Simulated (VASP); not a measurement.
A run of VASP 6.6.1 is set up as follows.

Contents of INCAR:

```
  PREC = Accurate
  ENCUT = 520
  EDIFF = 1E-6
  ISMEAR = 0
  SIGMA = 0.01
  LREAL = F
  LASPH = T
  NELM = 100
  ALGO = Normal
  ISIF = 2
  LWAVE = F
  LCHARG = F
  GGA = PE
  NBANDS = 37
```

The input KPOINTS:

```
Automatic mesh
0
Gamma
  6 6 6
```

POSCAR

```
SrLi2SnS4
1.0
   -3.3421917999      3.3421917999      4.0143640820
    3.3421917999     -3.3421917999      4.0143640820
    3.3421917999      3.3421917999     -4.0143640820
Li Sr Sn S
2 1 1 4
Direct
    0.2500000000      0.7500000000      0.5000000000
    0.7500000000      0.2500000000      0.5000000000
    0.5000000000      0.5000000000      0.0000000000
    0.0000000000      0.0000000000      0.0000000000
    0.0368209321      0.0368209321      0.4152325976
    0.9631790679      0.3784116655      0.0000000000
    0.6215883345      0.6215883345      0.5847674024
    0.3784116655      0.9631790679      0.0000000000
```

Potentials or basis: VASP PAW PBE potentials, release 64 (Li_sv, Sr_sv, Sn_d, S).

Launch:

```bash
$ cat potpaw_PBE.64/Li_sv/POTCAR potpaw_PBE.64/Sr_sv/POTCAR potpaw_PBE.64/Sn_d/POTCAR potpaw_PBE.64/S/POTCAR > POTCAR
$ mpirun -np 1 vasp_std > vasp.out
```

Q: Estimate the largest force.

A: 0.220 eV/Å.

Q: What does it give for the band gap on the k mesh?

A: 2.58 eV.

Forces on the atoms (eV/Å):
```
Li   0.000  0.000  0.000
Li   0.000  0.000  0.000
Sr   0.000  0.000  0.000
Sn   0.000  0.000  0.000
S    0.119  0.119 -0.142
S    0.119 -0.119  0.142
S   -0.119 -0.119 -0.142
S   -0.119  0.119  0.142
```

Caveat: spin-orbit coupling is left out, which moves the levels of the heavy elements. A k mesh can miss the band edges.
